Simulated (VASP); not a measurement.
**InAs: single point with PBE**

Crystal: InAs.

```
CELL_PARAMETERS angstrom
0.00000 2.69421 3.80962
2.69421 0.00000 3.80962
2.69421 2.69421 0.00000
ATOMIC_POSITIONS crystal
In 0.00000 0.00000 0.00000
As 0.75000 0.75000 0.75000
```

This cell differs from its parent crystal: ratio of the length along z to the lengths across it x 1.414, volume and fractional coordinates fixed.

```
Program                : VASP 6.6.1
Task                   : single point
Functional             : PBE
Potentials or basis    : VASP PAW PBE potentials, release 64 (In_d, As)
Cutoff                 : 520 eV
k mesh                 : 16 × 16 × 16
Occupations            : gaussian, width 0.15 eV
Spin                   : no spin polarisation
Dipole correction      : no
Further INCAR settings : ALGO = Normal; EDIFF = 1e-06; NBANDS = 16
```

```yaml
Pressure: 2.6 GPa
Band_gap_on_the_k_mesh: zero (band 9 reaches 5.34 eV, above the bottom of band 10 at 4.93 eV)
```

Stress tensor (GPa, compression positive):
```
 7.18  0.00  0.00
 0.00  7.18  0.00
 0.00  0.00 -6.63
```

Levels at points of the mesh, in eV from the Fermi level:
| k point | band 7 | band 8 | band 9 | band 10 | band 11 | band 12 |
| --- | --- | --- | --- | --- | --- | --- |
| (0.00, 0.00, 0.00) | -2.24 | -1.79 | 0.24 | 0.24 | 3.77 | 3.77 |
| (0.50, 0.00, 0.00) | -6.11 | -2.63 | -0.82 | -0.01 | 4.73 | 5.50 |
| (0.50, 0.50, 0.00) | -7.44 | -1.23 | -1.23 | 2.54 | 3.51 | 6.30 |
| (0.50, 0.00, 0.50) | -5.40 | -3.13 | -3.03 | 0.54 | 0.63 | 5.65 |

Run time: 4.1 min on 1 thread of Intel(R) Xeon(R) Platinum 8259CL CPU @ 2.50GHz (Skylake/Cascade Lake) (shared host), peak memory 0.44 GiB.

Caveat: spin-orbit coupling is left out, which moves the levels of the heavy elements.
